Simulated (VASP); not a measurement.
Runs of VASP 6.6.1 on P. The structure is that of space group Pm-3m (No. 221), or close to it. The cells are those of the table. 

```tsv
task	cell	cutoff (eV)	k mesh for the DOS	occupations for the DOS	gap on the mesh (eV)	pressure (GPa)
single point	a = 2.220 Å, 1 atom	520	-	-	none	61.6
single point	a = 2.117 Å, 1 atom	520	-	-	none	123.1
single point	a = 2.443 Å, 1 atom	520	-	-	none	(a)
single point	a = 1.872 Å, 1 atom	520	-	-	none	486.6
single point	a = 2.315 Å, 1 atom	520	-	-	none	26.8
single point	a = 2.002 Å, 1 atom	520	-	-	none	(b)
single point	a = 2.402 Å, 1 atom	500	-	-	none	6.3
```

Alike in all rows: level PBE; potentials or basis VASP PAW PBE potentials, release 64 (P); no spin polarisation; k mesh 17 × 17 × 17; smearing fermi-dirac 0.1 eV.

Problem. Estimate the missing entries.

Solution. (a) -0.3; (b) 241.1.

A gap of «none» marks levels without a gap at the run's occupations.
